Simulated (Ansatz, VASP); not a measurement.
## Zn: VASP beside Ansatz

```
Zn
1.0
    -1.46544    1.50564    1.52566
     1.46544   -1.50564    1.52566
     1.46544    1.50564   -1.52566
Zn
1
Direct
  0.00000 0.00000 0.00000
```

Change from the starting cell: normal strain along x -0.0267, normal strain along z +0.0133.

Alike in both runs: task single point; functional LDA; k mesh 20 × 20 × 20; occupations gaussian, width 0.15 eV; no spin polarisation.

|  | VASP | Ansatz |
| --- | --- | --- |
| version | VASP 6.6.1 | Ansatz 0.2.0 |
| potentials or method | VASP PAW LDA potentials, release 64 (Zn), cutoff 520 eV | scalar-relativistic, plane waves, PAW |
| valence electrons in the cell | 12 | 12 |

VASP gave:

* gap on the k mesh at the Fermi level (eV): none
* pressure (GPa): 2.1
* traceless stress, the component that is largest in VASP (GPa): -1.10

Question: Which values does Ansatz return?

Answer: gap on the k mesh at the Fermi level (eV): none; pressure (GPa): 1.4; traceless stress, the component that is largest in VASP (GPa): -1.12.

LDA's correlation is that of Perdew and Zunger in VASP and of Perdew and Wang (1992) in Ansatz. A gap of «none» marks a metal or a gap that the smearing closes.
